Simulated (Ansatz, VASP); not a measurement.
# TaRu2 in VASP and in Ansatz

```
Ta Ru
1.0
     4.61226    0.00000    0.00000
    -2.30613    3.99433    0.00000
     0.00000    0.00000    2.71670
Ta Ru
1 2
Direct
  0.00000 0.00000 0.00000
  0.33333 0.66667 0.00000
  0.66667 0.33333 0.00000
```

Alike in both runs: functional PBE; k mesh 6 × 6 × 4; occupations gaussian, width 0.1 eV; no spin polarisation.

Ansatz relaxed the structure, and its values are those at the end. VASP's run is a single point on that final structure, the one shown.

```csv
,VASP,Ansatz
version,VASP 6.6.1,Ansatz 0.2.0
potentials or method,"VASP PAW PBE potentials, release 64 (Ta_pv, Ru_pv), cutoff 520 eV","scalar-relativistic, plane waves, PAW"
valence electrons in the cell,39,45
```

```csv
,VASP,Ansatz,Ansatz less VASP
gap on the k mesh at the Fermi level (eV),none,none,-
pressure (GPa),0.1,-0.1,-0.15
```

A gap of «none» marks a metal or a gap that the smearing closes. VASP's potentials hold 39 valence electrons a cell and Ansatz's 45, so a difference there can come from the potentials and not from the codes.

The k mesh is coarse, so the values compare programs but aren't converged. Neither program's run includes spin-orbit coupling.
